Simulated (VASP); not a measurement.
Input of a VASP 6.6.1 run:

File INCAR:

```
PREC     = Accurate       # precision mode
ENCUT    = 600            # plane-wave cutoff, eV
EDIFF    = 1E-6           # SCF threshold, eV
ISMEAR   = 0              # smearing method
SIGMA    = 0.01           # smearing width, eV
LREAL    = F              # projectors in reciprocal space
LASPH    = T              # aspherical terms in the spheres
NELM     = 120            # most SCF steps
ALGO     = Normal         # electronic algorithm
ISIF     = 2              # what is computed and relaxed
LWAVE    = F              # write WAVECAR
LCHARG   = F              # write CHGCAR
GGA      = PE             # functional
NBANDS   = 11             # bands
GGA_COMPAT= F
```

Contents of KPOINTS:

```
Automatic mesh
0
Gamma
  6 6 6
```

The input POSCAR:

```
Be2C
1.0
    0.0000000000      2.1641435595      2.1641435595
    2.1641435595      0.0000000000      2.1641435595
    2.1641435595      2.1641435595      0.0000000000
Be C
2 1
Direct
    0.2499999996      0.2499999996      0.2499999996
    0.7500000004      0.7500000004      0.7500000004
    0.0000000000      0.0000000000      0.0000000000
```

Potentials or basis: VASP PAW PBE potentials, release 64 (Be, C).

Run with:

```bash
$ cat potpaw_PBE.64/Be/POTCAR potpaw_PBE.64/C/POTCAR > POTCAR
$ mpirun -np 1 vasp_std > vasp.out
```

(1) Predict the pressure.

(2) What does it give for the band gap on the k mesh?

Results:

(1) 0.3 GPa.

(2) 1.16 eV, indirect (least direct gap 4.13 eV).
